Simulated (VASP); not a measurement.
# In (P6_3/mmc) in VASP: relaxation of cell and atoms with PBEsol

Aim: the relaxation of cell and atoms of In with PBEsol.

All numbers are computed with VASP 6.6.1; they aren't measurements. Logs are shortened: lines on timing, memory, paths and dates and some standing lists are left out, and cuts for length are marked.

### 1 The cell of the first run

Symmetry: P6_3/mmc, No. 194, hexagonal system. Conventional cell: a = 3.319 Å, b = 3.319 Å, c = 5.369 Å, α = 90.00°, β = 90.00°, γ = 120.00°. Within 4.3 Å of In (site symmetry -6m2) lie 12 In at 3.30 to 3.32 Å.

This isn't the form of In at room conditions, which is tetragonal.

### 2 Relaxation of cell and atoms, PBEsol

Input file INCAR:

```
  PREC = Accurate
  ENCUT = 600
  EDIFF = 1E-6
  ISMEAR = 0
  SIGMA = 0.1
  LREAL = False
  LASPH = True
  NELM = 60
  ALGO = Normal
  ISIF = 3
  LWAVE = False
  LCHARG = False
  GGA = PS
  IBRION = 2
  NSW = 80
  EDIFFG = -0.01
```

Input file KPOINTS:

```
Automatic mesh
0
Gamma
  12 12 8
```

Input file POSCAR:

```
In
1.0
    3.3188876381      0.0000000000      0.0000000000
   -1.6594438191      2.8742410069      0.0000000000
    0.0000000000      0.0000000000      5.3694414286
In
2
Direct
    0.3333333333      0.6666666667      0.2500000000
    0.6666666667      0.3333333333      0.7500000000
```

Potentials or basis: VASP PAW PBE potentials, release 64 (In_d).

On the command line:

```console
$ cat potpaw_PBE.64/In_d/POTCAR > POTCAR
$ mpirun -np 1 vasp_std > vasp.out
```

OUTCAR:

```text
PREC = Accurate
   ENCUT = 600
   EDIFF = 1E-6
   ISMEAR = 0
   LREAL = False
   LASPH = True
   NELM = 60
   ISIF = 3
   GGA = PS
   IBRION = 2
   NSW = 80
   EDIFFG = -0.01

 ion  position               nearest neighbor table
   1  0.333  0.667  0.250-   2 3.30   2 3.30   2 3.30   2 3.30   2 3.30   2 3.30
   2  0.667  0.333  0.750-   1 3.30   1 3.30   1 3.30   1 3.30   1 3.30   1 3.30

  LATTYP: Found a hexagonal cell.
 ALAT       =     3.3188876381
 C/A-ratio  =     1.6178436917

  Lattice vectors:

 A1 = (   3.3188876381,   0.0000000000,   0.0000000000)
 A2 = (  -1.6594438191,   2.8742410069,   0.0000000000)
 A3 = (   0.0000000000,   0.0000000000,   5.3694414286)

Analysis of symmetry for initial positions (statically):
=====================================================================
 Subroutine PRICEL returns:
 Original cell was already a primitive cell.

 Routine SETGRP: Setting up the symmetry group for a
 hexagonal supercell.

 Subroutine GETGRP returns: Found 24 space group operations
 (whereof 12 operations were pure point group operations)
 out of a pool of 24 trial point group operations.

The static configuration has the point symmetry D_3d.
 The point group associated with its full space group is D_6h.

Analysis of symmetry for dynamics (positions and initial velocities):
=====================================================================
 Subroutine PRICEL returns:
 Original cell was already a primitive cell.

 Routine SETGRP: Setting up the symmetry group for a
 hexagonal supercell.

 Subroutine GETGRP returns: Found 24 space group operations
 (whereof 12 operations were pure point group operations)
 out of a pool of 24 trial point group operations.

The dynamic configuration has the point symmetry D_3d.
 The point group associated with its full space group is D_6h.

 Subroutine INISYM returns: Found 24 space group operations
 (whereof 12 operations are pure point group operations),
 and found     1 'primitive' translations

----------------------------------------------------------------------------------------

                                     Primitive cell

  volume of cell :      51.2206

  direct lattice vectors                    reciprocal lattice vectors
     3.318887638  0.000000000  0.000000000     0.301305771  0.173958968  0.000000000
    -1.659443819  2.874241007  0.000000000     0.000000000  0.347917936  0.000000000
     0.000000000  0.000000000  5.369441429     0.000000000  0.000000000  0.186239111

  length of vectors
     3.318887638  3.318887638  5.369441429     0.347917936  0.347917936  0.186239111

  position of ions in fractional coordinates (direct lattice)
     0.333333333  0.666666667  0.250000000
     0.666666667  0.333333333  0.750000000

  ion indices of the primitive-cell ions
   primitive index   ion index
                 1           1
                 2           2

----------------------------------------------------------------------------------------

 KPOINTS: Automatic mesh

Automatic generation of k-mesh.
 Grid dimensions read from file:
 generate k-points for:   12   12    8

 Generating k-lattice:

  Cartesian coordinates                     Fractional coordinates (reciprocal lattice)
     0.025108814  0.014496581  0.000000000     0.083333333  0.000000000  0.000000000
     0.000000000  0.028993161  0.000000000     0.000000000  0.083333333  0.000000000
     0.000000000  0.000000000  0.023279889     0.000000000  0.000000000  0.125000000

  Length of vectors
     0.028993161  0.028993161  0.023279889

  Shift w.r.t. Gamma in fractional coordinates (k-lattice)
     0.000000000  0.000000000  0.000000000

 Subroutine IBZKPT returns following result:
 ===========================================

 Found     95 irreducible k-points:

 Following reciprocal coordinates:
            Coordinates               Weight
  0.000000  0.000000  0.000000      1.000000
  0.083333  0.000000  0.000000      6.000000
  0.166667  0.000000  0.000000      6.000000
  0.250000  0.000000  0.000000      6.000000
  0.333333  0.000000  0.000000      6.000000
  0.416667  0.000000  0.000000      6.000000
[... 16 lines left out ...]
  0.250000  0.000000  0.125000     12.000000
  0.333333  0.000000  0.125000     12.000000
 [... further k-points ...]
   k-points           NKPTS =     95   k-points in BZ     NKDIM =     95   number of bands    NBANDS=     17
   number of dos      NEDOS =    301   number of ions     NIONS =      2
   total plane-waves  NPLWV =  37632
   dimension x,y,z NGX =    28 NGY =   28 NGZ =   48
   dimension x,y,z NGXF=    56 NGYF=   56 NGZF=   96
   ions per type =               2
   NGX,Y,Z   is equivalent  to a cutoff of  14.03, 14.03, 14.86 a.u.
   NGXF,Y,Z  is equivalent  to a cutoff of  28.05, 28.05, 29.72 a.u.
 SYSTEM =  unknown system
   PREC   = accura    normal or accurate (medium, high low for compatibility)
   ISTART =      0    job   : 0-new  1-cont  2-samecut
   ICHARG =      2    charge: 1-file 2-atom 10-const
   ISPIN  =      1    spin polarized calculation?
   LNONCOLLINEAR =      F non collinear calculations
   LSORBIT =      F    spin-orbit coupling
   LASPH  =      T    aspherical Exc in radial PAW
   ENCUT  =  600.0 eV  44.10 Ry    6.64 a.u.   6.63  6.63 10.72*2*pi/ulx,y,z
   NELM   =     60;   NELMIN=  2; NELMDL= -5     # of ELM steps
   EDIFF  = 0.1E-05   stopping-criterion for ELM
   LREAL  =      F    real-space projection
   EDIFFG = -.1E-01   stopping-criterion for IOM
   NSW    =     80    number of steps for IOM
   IBRION =      2    ionic relax: 0-MD 1-quasi-New 2-CG
   NFREE  =      1    steps in history (QN), initial steepest desc. (CG)
   ISIF   =      3    stress and relaxation
   ISYM   =      2    0-nonsym 1-usesym 2-fastsym
   POTIM  = 0.5000    time-step for ionic-motion
   TEBEG  =    0.0;   TEEND  =   0.0 temperature during run
   PSTRESS=    0.0 pullay stress
   NELECT =      26.0000    total number of electrons
   NUPDOWN=      -1.0000    fix difference up-down
   EMIN   =  10.00;   EMAX   =-10.00  energy-range for DOS
   EFERMI =   0.00;   METHOD = LEGACY
   ISMEAR =     0;   SIGMA  =   0.10  broadening in eV -4-tet -1-fermi 0-gaus
   EFERMI_NEDOS =   21; number of points for ismear=-14 and -15
   IALGO  =     38    algorithm
   IMIX   =      4    mixing-type and parameters
     AMIX     =   0.40;   BMIX     =  1.00
     AMIX_MAG =   1.60;   BMIX_MAG =  1.00
  volume/ion in A,a.u.               =      25.61       172.83
  Fermi-wavevector in a.u.,A,eV,Ry     =   1.305923  2.467837 23.203861  1.705436
  Thomas-Fermi vector in A             =   2.436760
   LORBIT       =      0    0 simple, 1 ext, 2 COOP (PROOUT), +10 PAW based schemes
   GGA     = PS    functional components
   LHFCALC =     F    Hartree Fock is set to
   AEXX    =    0.0000 exact exchange contribution
   IVDW    =     0    specifies the selected vdW correction
   LEPSILON=     F    determine dielectric tensor
   LRPA    =     F    only Hartree local field effects (RPA)
 conjugate gradient relaxation of ions
 non-spin polarized calculation
 Gauss-broadening in eV      SIGMA  =   0.10
  energy-cutoff  :      600.00
  volume of cell :       51.22
 maximum number of plane-waves:      1743
 NGX is ok and might be reduce to    28
   NGX = 13   NGY = 13   NGZ = 21

--------------------------------------- Ionic step        1  -------------------------------------------

 number of electron      26.0000006 magnetization

 Free energy of the ion-electron system (eV)
  ---------------------------------------------------
  ext. energy  EPLUGINS =         0.00000000
  ---------------------------------------------------
  free energy    TOTEN  =        -5.95295261 eV

  energy without entropy =       -5.94824021  energy(sigma->0) =       -5.95059641

------------------------ aborting loop because EDIFF is reached ----------------------------------------

  FORCE on cell =-STRESS in cart. coord.  units (eV):
  Direction    XX          YY          ZZ          XY          YZ          ZX
  --------------------------------------------------------------------------------------
  -------------------------------------------------------------------------------------
  Total        0.0566006      0.0566006      0.0990406     -0.0000000     -0.0000000     -0.0000000
  in kB        1.7704640      1.7704640      3.0979832     -0.0000000     -0.0000000     -0.0000000
  external PRESSURE =       2.2129704 kB  Pullay stress =       0.0000000 kB
[... 201 lines left out ...]
  energy  without entropy=       -5.9487184527  energy(sigma->0) =       -5.95099382

--------------------------------------- Ionic step        7  -------------------------------------------

 number of electron      26.0000003 magnetization

 Free energy of the ion-electron system (eV)
  ---------------------------------------------------
  ext. energy  EPLUGINS =         0.00000000
  ---------------------------------------------------
  free energy    TOTEN  =        -5.95338586 eV

  energy without entropy =       -5.94920422  energy(sigma->0) =       -5.95129504

 E-fermi :   7.5022     XC(G=0): -10.4846

 val. band max:        7.4750901464   @ k =   0.3333   0.3333   0.2500
 cond. band min:       7.5089810692   @ k =   0.2500   0.1667   0.2500
 fundamental gap:      0.0338909228
 Fermi energy:         7.5021554630

 k-point     1 :       0.0000    0.0000    0.0000
  band No.  band energies     occupation
      1      -7.0914      2.00000
      2      -7.0163      2.00000
      3      -6.9848      2.00000
      4      -6.9848      2.00000
      5      -6.9538      2.00000
      6      -6.9538      2.00000
[... 9 lines left out ...]
     16      17.8597      0.00000
     17      17.8597      0.00000
[... 443 lines left out ...]
      1      -7.1726      2.00000
      2      -7.0635      2.00000
      3      -7.0234      2.00000
      4      -6.9672      2.00000
      5      -6.8895      2.00000
      6      -6.8604      2.00000
[... 9 lines left out ...]
     16      12.3614      0.00000
     17      13.9256      0.00000

 [... further k-points ...]

------------------------ aborting loop because EDIFF is reached ----------------------------------------

  FORCE on cell =-STRESS in cart. coord.  units (eV):
  Direction    XX          YY          ZZ          XY          YZ          ZX
  --------------------------------------------------------------------------------------
  -------------------------------------------------------------------------------------
  Total       -0.0132125     -0.0132125     -0.0049670      0.0000000     -0.0000000     -0.0000000
  in kB       -0.4112920     -0.4112920     -0.1546179      0.0000000     -0.0000000     -0.0000000
  external PRESSURE =      -0.3257340 kB  Pullay stress =       0.0000000 kB
[... 17 lines left out ...]
  FREE ENERGIE OF THE ION-ELECTRON SYSTEM (eV)
  ---------------------------------------------------
  free  energy   TOTEN  =        -5.9533858586 eV

  energy  without entropy=       -5.9492042242  energy(sigma->0) =       -5.95129504

 reached required accuracy - stopping structural energy minimisation
```

Run time: 2.9 min. Hardware: 1 thread of AMD EPYC 9R45 (Zen 5), shared host; peak memory 0.21 GiB.

What came out:

```yaml
Free_energy: -5.9534 eV
Relaxed_volume: 25.73 Å³/atom
Relaxed_cell: a = 3.314 Å, b = 3.314 Å, c = 5.413 Å, α = 90.00°, β = 90.00°, γ = 120.00°
Space_group_after_relaxing_to_0.1_Å: P6_3/mmc (No. 194)
Energy_gained_by_relaxing: 0.2 meV/atom
Ionic_steps: 7
Pressure_after_relaxing: 0.0 GPa
Band_gap_on_the_k_mesh: zero (bands 13 and 14 overlap by 6.43 eV)
```

The path:
```tsv
step	energy change (eV)	largest force (eV/Å)	pressure (GPa)	volume (Å³)
1	0.0000	0.0000	0.22	51.22
2	-0.0002	0.0000	0.00	51.48
3	-0.0002	0.0000	-0.03	51.50
4	-0.0002	0.0000	0.00	51.50
5	-0.0002	0.0000	-0.01	51.49
6	-0.0003	0.0000	0.00	51.49
7	-0.0004	0.0000	-0.03	51.47
```

Final structure:
```
In
1.0
     3.31352    0.00000    0.00000
    -1.65676    2.86959    0.00000
     0.00000    0.00000    5.41295
In
2
Direct
  0.33333 0.66667 0.25000
  0.66667 0.33333 0.75000
```

Levels at points of the mesh, in eV from the Fermi level:
| k point | band 11 | band 12 | band 13 | band 14 | band 15 | band 16 |
| --- | --- | --- | --- | --- | --- | --- |
| (0.00, 0.00, 0.00) | -9.64 | -4.31 | -3.43 | 8.48 | 8.48 | 10.36 |
| (0.50, 0.00, 0.00) | -4.89 | -4.20 | 0.29 | 0.45 | 0.93 | 2.99 |
| (0.00, 0.00, 0.50) | -8.23 | -8.23 | 3.19 | 3.19 | 9.53 | 9.53 |
| (0.50, 0.00, 0.50) | -3.57 | -3.57 | -2.68 | -2.68 | 5.69 | 5.69 |

Caveat: the PAW data sets were made with another functional, which shifts forces and pressure a little; spin-orbit coupling is left out, which moves the levels of the heavy elements. Zero-point motion and thermal expansion aren't in these numbers.
